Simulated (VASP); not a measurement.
# Ge (Fd-3m) in VASP: a series of runs

Runs on Ge. Level: PBE. Tasks: single point.

Program: VASP 6.6.1. These are calculated values, not measurements. Logs are shortened: lines on timing, memory, paths and dates and some standing lists are left out, and cuts for length are marked.

## 1. The cell of the first run

The structure is cubic, space group Fd-3m (No. 227). Conventional cell: a = 5.437 Å, b = 5.437 Å, c = 5.437 Å, α = 90.00°, β = 90.00°, γ = 90.00°. Within 3.1 Å of Ge (site symmetry -43m) lie 4 Ge at 2.35 Å.

## 2. Single point, PBE (20.09 Å³/atom)

INCAR reads:

```
SYSTEM = Ge
PREC = Accurate
ENCUT = 520
EDIFF = 1E-6
ISMEAR = -1
SIGMA = 0.08
LREAL = .FALSE.
LASPH = .TRUE.
NELM = 100
ALGO = Normal
ISIF = 2
LWAVE = .FALSE.
LCHARG = .TRUE.
GGA = PE
LELF = .TRUE.
LVHAR = .TRUE.
NBANDS = 21
```

KPOINTS reads:

```
Automatic mesh
0
G
  11 11 11
  0 0 0
```

POSCAR reads:

```
Ge
1.0
    0.0000000000      2.7184742184      2.7184742184
    2.7184742184      0.0000000000      2.7184742184
    2.7184742184      2.7184742184      0.0000000000
Ge
2
Direct
   -0.1250000000     -0.1250000000     -0.1250000000
    0.1250000000      0.1250000000      0.1250000000
```

Potentials or basis: VASP PAW PBE potentials, release 64 (Ge_d).

Command:

```
> cat potpaw_PBE.64/Ge_d/POTCAR > POTCAR
> mpirun -np 1 vasp_std > vasp.out
```

OUTCAR:

```text
SYSTEM = Ge
   PREC = Accurate
   ENCUT = 520
   EDIFF = 1E-6
   ISMEAR = -1
   LREAL = .FALSE.
   LASPH = .TRUE.
   NELM = 100
   ISIF = 2
   GGA = PE

 ion  position               nearest neighbor table
   1  0.875  0.875  0.875-   2 2.35   2 2.35   2 2.35   2 2.35
   2  0.125  0.125  0.125-   1 2.35   1 2.35   1 2.35   1 2.35

  LATTYP: Found a face centered cubic cell.
 ALAT       =     5.4369484368

  Lattice vectors:

 A1 = (   0.0000000000,   2.7184742184,   2.7184742184)
 A2 = (   2.7184742184,   0.0000000000,   2.7184742184)
 A3 = (   2.7184742184,   2.7184742184,   0.0000000000)

Analysis of symmetry for initial positions (statically):
=====================================================================
 Subroutine PRICEL returns:
 Original cell was already a primitive cell.

 Routine SETGRP: Setting up the symmetry group for a
 face centered cubic supercell.

 Subroutine GETGRP returns: Found 48 space group operations
 (whereof 12 operations were pure point group operations)
 out of a pool of 48 trial point group operations.

The static configuration has the point symmetry D_3d.
 The point group associated with its full space group is O_h .

Analysis of symmetry for dynamics (positions and initial velocities):
=====================================================================
 Subroutine PRICEL returns:
 Original cell was already a primitive cell.

 Routine SETGRP: Setting up the symmetry group for a
 face centered cubic supercell.

 Subroutine GETGRP returns: Found 48 space group operations
 (whereof 12 operations were pure point group operations)
 out of a pool of 48 trial point group operations.

The dynamic configuration has the point symmetry D_3d.
 The point group associated with its full space group is O_h .

 Subroutine INISYM returns: Found 48 space group operations
 (whereof 12 operations are pure point group operations),
 and found     1 'primitive' translations

----------------------------------------------------------------------------------------

                                     Primitive cell

  volume of cell :      40.1796

  direct lattice vectors                    reciprocal lattice vectors
     0.000000000  2.718474218  2.718474218    -0.183926703  0.183926703  0.183926703
     2.718474218  0.000000000  2.718474218     0.183926703 -0.183926703  0.183926703
     2.718474218  2.718474218  0.000000000     0.183926703  0.183926703 -0.183926703

  length of vectors
     3.844503109  3.844503109  3.844503109     0.318570394  0.318570394  0.318570394

  position of ions in fractional coordinates (direct lattice)
     0.875000000  0.875000000  0.875000000
     0.125000000  0.125000000  0.125000000

  ion indices of the primitive-cell ions
   primitive index   ion index
                 1           1
                 2           2

----------------------------------------------------------------------------------------

 KPOINTS: Automatic mesh

Automatic generation of k-mesh.
 Grid dimensions read from file:
 generate k-points for:   11   11   11

 Generating k-lattice:

  Cartesian coordinates                     Fractional coordinates (reciprocal lattice)
    -0.016720609  0.016720609  0.016720609     0.090909091  0.000000000  0.000000000
     0.016720609 -0.016720609  0.016720609     0.000000000  0.090909091  0.000000000
     0.016720609  0.016720609 -0.016720609     0.000000000  0.000000000  0.090909091

  Length of vectors
     0.028960945  0.028960945  0.028960945

  Shift w.r.t. Gamma in fractional coordinates (k-lattice)
     0.000000000  0.000000000  0.000000000

 Subroutine IBZKPT returns following result:
 ===========================================

 Found     56 irreducible k-points:

 Following reciprocal coordinates:
            Coordinates               Weight
  0.000000  0.000000  0.000000      1.000000
  0.090909  0.000000  0.000000      8.000000
  0.181818  0.000000  0.000000      8.000000
  0.272727  0.000000  0.000000      8.000000
  0.363636  0.000000  0.000000      8.000000
  0.454545  0.000000  0.000000      8.000000
[... 16 lines left out ...]
 -0.272727  0.181818  0.000000     24.000000
 -0.181818  0.181818  0.000000     12.000000
 [... further k-points ...]
   k-points           NKPTS =     56   k-points in BZ     NKDIM =     56   number of bands    NBANDS=     21
   number of dos      NEDOS =    301   number of ions     NIONS =      2
   total plane-waves  NPLWV =  27000
   dimension x,y,z NGX =    30 NGY =   30 NGZ =   30
   dimension x,y,z NGXF=    60 NGYF=   60 NGZF=   60
   ions per type =               2
   NGX,Y,Z   is equivalent  to a cutoff of  12.97, 12.97, 12.97 a.u.
   NGXF,Y,Z  is equivalent  to a cutoff of  25.95, 25.95, 25.95 a.u.
 SYSTEM =  Ge
   PREC   = accura    normal or accurate (medium, high low for compatibility)
   ISTART =      0    job   : 0-new  1-cont  2-samecut
   ICHARG =      2    charge: 1-file 2-atom 10-const
   ISPIN  =      1    spin polarized calculation?
   LNONCOLLINEAR =      F non collinear calculations
   LSORBIT =      F    spin-orbit coupling
   LASPH  =      T    aspherical Exc in radial PAW
   ENCUT  =  520.0 eV  38.22 Ry    6.18 a.u.   7.15  7.15  7.15*2*pi/ulx,y,z
   NELM   =    100;   NELMIN=  2; NELMDL= -5     # of ELM steps
   EDIFF  = 0.1E-05   stopping-criterion for ELM
   LREAL  =      F    real-space projection
   EDIFFG = 0.1E-04   stopping-criterion for IOM
   NSW    =      0    number of steps for IOM
   IBRION =     -1    ionic relax: 0-MD 1-quasi-New 2-CG
   NFREE  =      0    steps in history (QN), initial steepest desc. (CG)
   ISIF   =      2    stress and relaxation
   ISYM   =      2    0-nonsym 1-usesym 2-fastsym
   POTIM  = 0.5000    time-step for ionic-motion
   TEBEG  =    0.0;   TEEND  =   0.0 temperature during run
   PSTRESS=    0.0 pullay stress
   NELECT =      28.0000    total number of electrons
   NUPDOWN=      -1.0000    fix difference up-down
   EMIN   =  10.00;   EMAX   =-10.00  energy-range for DOS
   EFERMI =   0.00;   METHOD = LEGACY
   ISMEAR =    -1;   SIGMA  =   0.08  broadening in eV -4-tet -1-fermi 0-gaus
   EFERMI_NEDOS =   21; number of points for ismear=-14 and -15
   IALGO  =     38    algorithm
   IMIX   =      4    mixing-type and parameters
     AMIX     =   0.40;   BMIX     =  1.00
     AMIX_MAG =   1.60;   BMIX_MAG =  1.00
  volume/ion in A,a.u.               =      20.09       135.57
  Fermi-wavevector in a.u.,A,eV,Ry     =   1.451417  2.742781 28.662198  2.106612
  Thomas-Fermi vector in A             =   2.568917
   LORBIT       =      0    0 simple, 1 ext, 2 COOP (PROOUT), +10 PAW based schemes
   GGA     = PE    functional components
   LHFCALC =     F    Hartree Fock is set to
   AEXX    =    0.0000 exact exchange contribution
   IVDW    =     0    specifies the selected vdW correction
   LEPSILON=     F    determine dielectric tensor
   LRPA    =     F    only Hartree local field effects (RPA)
 non-spin polarized calculation
  energy-cutoff  :      520.00
  volume of cell :       40.18
 maximum number of plane-waves:      1092
 NGX is ok and might be reduce to    30
   NGX = 15   NGY = 15   NGZ = 15

 number of electron      27.9999999 magnetization

 Free energy of the ion-electron system (eV)
  ---------------------------------------------------
  ext. energy  EPLUGINS =         0.00000000
  ---------------------------------------------------
  free energy    TOTEN  =        -8.72371611 eV

  energy without entropy =       -8.72309961  energy(sigma->0) =       -8.72340786

 E-fermi :   6.4004     XC(G=0): -10.5055

 val. band max:        6.2374970728   @ k =   0.0000   0.0000   0.0000
 cond. band min:       6.6576681122   @ k =   0.3636   0.3636   0.0000
 fundamental gap:      0.4201710394
 Fermi energy:         6.4003577903

 k-point     1 :       0.0000    0.0000    0.0000
  band No.  band energies     occupation
      1     -18.7920      2.00000
      2     -18.7920      2.00000
      3     -18.7920      2.00000
      4     -18.7457      2.00000
      5     -18.7457      2.00000
      6     -18.4612      2.00000
[... 13 lines left out ...]
     20      16.0444      0.00000
     21      16.0444      0.00000

 k-point     2 :       0.0909    0.0000    0.0000
  band No.  band energies     occupation
      1     -18.7991      2.00000
      2     -18.7991      2.00000
      3     -18.7903      2.00000
      4     -18.7360      2.00000
      5     -18.7360      2.00000
      6     -18.4692      2.00000
[... 13 lines left out ...]
     20      15.2962      0.00000
     21      15.2962      0.00000

 k-point     3 :       0.1818    0.0000    0.0000
  band No.  band energies     occupation
      1     -18.8104      2.00000
      2     -18.8104      2.00000
      3     -18.7856      2.00000
      4     -18.7181      2.00000
      5     -18.7181      2.00000
      6     -18.4826      2.00000
[... 13 lines left out ...]
     20      14.6913      0.00000
     21      14.6913      0.00000

 k-point     4 :       0.2727    0.0000    0.0000
  band No.  band energies     occupation
      1     -18.8185      2.00000
      2     -18.8185      2.00000
      3     -18.7794      2.00000
      4     -18.7025      2.00000
      5     -18.7025      2.00000
      6     -18.4932      2.00000
[... 13 lines left out ...]
     20      14.8895      0.00000
     21      14.8895      0.00000

 k-point     5 :       0.3636    0.0000    0.0000
  band No.  band energies     occupation
      1     -18.8227      2.00000
      2     -18.8227      2.00000
      3     -18.7736      2.00000
      4     -18.6930      2.00000
      5     -18.6930      2.00000
      6     -18.4987      2.00000
[... 13 lines left out ...]
     20      15.9498      0.00000
     21      15.9498      0.00000
[... 382 lines left out ...]
     20      17.1361      0.00000
     21      17.5011      0.00000

 k-point    22 :      -0.3636    0.1818    0.0000
  band No.  band energies     occupation
      1     -18.8476      2.00000
      2     -18.8349      2.00000
      3     -18.7364      2.00000
      4     -18.6771      2.00000
      5     -18.6538      2.00000
      6     -18.5366      2.00000
[... 13 lines left out ...]
     20      15.4583      0.00000
     21      17.4762      0.00000

 k-point    23 :      -0.2727    0.1818    0.0000
  band No.  band energies     occupation
      1     -18.8386      2.00000
      2     -18.8348      2.00000
      3     -18.7457      2.00000
      4     -18.6937      2.00000
      5     -18.6588      2.00000
      6     -18.5368      2.00000
[... 13 lines left out ...]
     20      16.3771      0.00000
     21      18.5484      0.00000

 k-point    24 :      -0.1818    0.1818    0.0000
  band No.  band energies     occupation
      1     -18.8303      2.00000
      2     -18.8249      2.00000
      3     -18.7646      2.00000
      4     -18.7055      2.00000
      5     -18.6761      2.00000
      6     -18.5242      2.00000
[... 13 lines left out ...]
     20      16.4362      0.00000
     21      16.8106      0.00000

 [... further k-points ...]
[... 5 lines left out ...]
  --------------------------------------------------------------------------------------
  -------------------------------------------------------------------------------------
  Total        3.8764147      3.8764147      3.8764147      0.0000000      0.0000000     -0.0000000
  in kB      154.5735442    154.5735442    154.5735442      0.0000000      0.0000000     -0.0000000
  external PRESSURE =     154.5735442 kB  Pullay stress =       0.0000000 kB

 VOLUME and BASIS-vectors are now :
 -----------------------------------------------------------------------------
  energy-cutoff  :      520.00
  volume of cell :       40.18
      direct lattice vectors                 reciprocal lattice vectors
     0.000000000  2.718474218  2.718474218    -0.183926703  0.183926703  0.183926703
     2.718474218  0.000000000  2.718474218     0.183926703 -0.183926703  0.183926703
     2.718474218  2.718474218  0.000000000     0.183926703  0.183926703 -0.183926703

 POSITION                                       TOTAL-FORCE (eV/Angst)
 -----------------------------------------------------------------------------------
      4.75733      4.75733      4.75733         0.000000     -0.000000      0.000000
      0.67962      0.67962      0.67962        -0.000000      0.000000     -0.000000
 -----------------------------------------------------------------------------------
    total drift:                               -0.000000      0.000000      0.000000

  FREE ENERGIE OF THE ION-ELECTRON SYSTEM (eV)
  ---------------------------------------------------
  free  energy   TOTEN  =        -8.7237161093 eV

  energy  without entropy=       -8.7230996107  energy(sigma->0) =       -8.72340786
```

Run time: 34 s. Hardware: 1 thread of AMD EPYC 7R13 (Zen 3), shared host; peak memory 0.15 GiB.

What came out:

- Free energy: -8.7237 eV
- Pressure: 15.5 GPa
- Band gap on the k mesh: 0.42 eV (least direct gap 1.18 eV)

Caveat: the cell stands under pressure; an odd mesh through Γ misses points on the zone boundary, where band edges can lie.

## 3. Single point, PBE (20.09 Å³/atom)

INCAR reads:

```
PREC = Accurate ; ENCUT = 520
EDIFF = 1E-6 ; ISMEAR = -1
SIGMA = 0.08 ; LREAL = F
LASPH = T ; NELM = 80
ALGO = Normal ; ISIF = 2
LWAVE = F ; LCHARG = F
GGA = PE ; NBANDS = 21
```

KPOINTS reads:

```
regular mesh
0
Gamma
  11 11 11
```

POSCAR is that of step 2.

Potentials or basis: VASP PAW PBE potentials, release 64 (Ge_d).

Command:

```
> cat potpaw_PBE.64/Ge_d/POTCAR > POTCAR
> mpirun -np 1 vasp_std > vasp.out
```

OUTCAR:

```text
PREC = Accurate
   ENCUT = 520
   EDIFF = 1E-6
   ISMEAR = -1
   LREAL = F
   LASPH = T
   NELM = 80
   ISIF = 2
   GGA = PE

 ion  position               nearest neighbor table
   1  0.875  0.875  0.875-   2 2.35   2 2.35   2 2.35   2 2.35
   2  0.125  0.125  0.125-   1 2.35   1 2.35   1 2.35   1 2.35

  LATTYP: Found a face centered cubic cell.
 ALAT       =     5.4369484368

  Lattice vectors:

[... 761 lines left out ...]
     21      16.8106      0.00000

 [... further k-points ...]

------------------------ aborting loop because EDIFF is reached ----------------------------------------

  FORCE on cell =-STRESS in cart. coord.  units (eV):
  Direction    XX          YY          ZZ          XY          YZ          ZX
  --------------------------------------------------------------------------------------
  -------------------------------------------------------------------------------------
  Total        3.8764147      3.8764147      3.8764147      0.0000000      0.0000000     -0.0000000
  in kB      154.5735442    154.5735442    154.5735442      0.0000000      0.0000000     -0.0000000
  external PRESSURE =     154.5735442 kB  Pullay stress =       0.0000000 kB

 VOLUME and BASIS-vectors are now :
 -----------------------------------------------------------------------------
  energy-cutoff  :      520.00
  volume of cell :       40.18
      direct lattice vectors                 reciprocal lattice vectors
     0.000000000  2.718474218  2.718474218    -0.183926703  0.183926703  0.183926703
     2.718474218  0.000000000  2.718474218     0.183926703 -0.183926703  0.183926703
     2.718474218  2.718474218  0.000000000     0.183926703  0.183926703 -0.183926703

 POSITION                                       TOTAL-FORCE (eV/Angst)
 -----------------------------------------------------------------------------------
      4.75733      4.75733      4.75733         0.000000     -0.000000      0.000000
      0.67962      0.67962      0.67962        -0.000000      0.000000     -0.000000
 -----------------------------------------------------------------------------------
    total drift:                               -0.000000      0.000000      0.000000

  FREE ENERGIE OF THE ION-ELECTRON SYSTEM (eV)
  ---------------------------------------------------
  free  energy   TOTEN  =        -8.7237161093 eV

  energy  without entropy=       -8.7230996107  energy(sigma->0) =       -8.72340786
```

OSZICAR:

```text
N       E                     dE             d eps       ncg     rms          rms(c)
DAV:   1     0.183451085164E+03    0.18345E+03   -0.14358E+04  2615   0.374E+03
DAV:   2     0.171487059652E+02   -0.16630E+03   -0.16127E+03  2357   0.614E+02
DAV:   3    -0.807970769777E+01   -0.25228E+02   -0.25077E+02  2707   0.140E+02
DAV:   4    -0.884249663820E+01   -0.76279E+00   -0.76240E+00  2652   0.286E+01
DAV:   5    -0.885431634347E+01   -0.11820E-01   -0.11819E-01  2667   0.389E+00    0.377E+00
DAV:   6    -0.876618536723E+01    0.88131E-01   -0.28695E-02  2831   0.127E+00    0.222E+00
DAV:   7    -0.872184955912E+01    0.44336E-01   -0.65211E-02  2869   0.197E+00    0.154E-01
DAV:   8    -0.872355044272E+01   -0.17009E-02   -0.54622E-03  2577   0.669E-01    0.448E-02
DAV:   9    -0.872371341413E+01   -0.16297E-03   -0.20984E-04  2677   0.116E-01    0.149E-02
DAV:  10    -0.872371491739E+01   -0.15033E-05   -0.98234E-06  2831   0.411E-02    0.596E-03
DAV:  11    -0.872371603059E+01   -0.11132E-05   -0.27371E-06  2129   0.143E-02    0.147E-03
DAV:  12    -0.872371610933E+01   -0.78737E-07   -0.13539E-07  1616   0.357E-03
   1 F= -.87237161E+01 E0= -.87234079E+01  d E =-.616499E-03
```

stdout:

```text
POSCAR found type information on POSCAR Ge
 POSCAR found :  1 types and       2 ions
 scaLAPACK will be used
 LDA part: xc-table for (Slater+PW92), standard interpolation
 POSCAR, INCAR and KPOINTS ok, starting setup
 FFT: planning ... GRIDC
 FFT: planning ... GRID_SOFT
 FFT: planning ... GRID
 WAVECAR not read
 entering main loop
```

It took 33 s on 1 thread of AMD EPYC 7R13 (Zen 3), shared host; peak memory 0.16 GiB.

What came out:

```yaml
Free_energy: -8.7237 eV
Pressure: 15.5 GPa
Band_gap_on_the_k_mesh: 0.42 eV (least direct gap 1.18 eV)
```

Levels at points of the mesh, in eV from the valence-band top:
| k point | band 10 | band 11 | band 12 | band 13 | band 14 | band 15 | band 16 | band 17 | band 18 | band 19 |
| --- | --- | --- | --- | --- | --- | --- | --- | --- | --- | --- |
| (0.00, 0.00, 0.00) | -24.67 | -13.75 | 0.00 | 0.00 | 0.00 | 1.18 | 2.59 | 2.59 | 2.59 | 6.71 |

Caveat: the cell stands under pressure; an odd mesh through Γ misses points on the zone boundary, where band edges can lie.
